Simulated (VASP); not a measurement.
# InP: single point with PBE

InP:

```
In P
1.0
     0.00000    2.97989    2.97989
     2.97989    0.00000    2.97989
     2.97989    2.97989    0.00000
In P
1 1
Cartesian
  0.0000 0.0000 0.0000
  4.4698 4.4698 4.4698
```

| Item | Value |
| --- | --- |
| Program | VASP 6.6.1 |
| Task | single point |
| Functional | PBE |
| Potentials or basis | VASP PAW PBE potentials, release 64 (In_d, P) |
| Cutoff | 500 eV |
| k mesh | 10 × 10 × 10 |
| Occupations | gaussian, width 0.02 eV |
| Spin | no spin polarisation |
| Dipole correction | no |
| Further INCAR settings | ALGO = Normal; EDIFF = 1e-06; NBANDS = 16 |

| Item | Value |
| --- | --- |
| Pressure | -0.1 GPa |
| Band gap on the k mesh | 0.44 eV, direct |

Levels at points of the mesh, in eV from the valence-band top:
```
           k point  band 6  band 7  band 8  band 9  band 10  band 11  band 12  band 13
(0.00, 0.00, 0.00)  -11.19    0.00    0.00    0.00     0.44     4.09     4.09     4.09
(0.50, 0.00, 0.00)   -9.62   -5.47   -0.90   -0.90     1.38     4.80     4.80     6.99
(0.50, 0.50, 0.00)   -9.02   -5.54   -2.16   -2.16     1.85     2.26     8.91     9.26
```

It took 18 s on 1 thread of Intel(R) Xeon(R) Platinum 8375C CPU @ 2.90GHz (Ice Lake) (shared host), peak memory 0.19 GiB.

Caveat: spin-orbit coupling is left out, which moves the levels of the heavy elements. A hybrid or GW would open this gap; PBE tends to underestimate it.
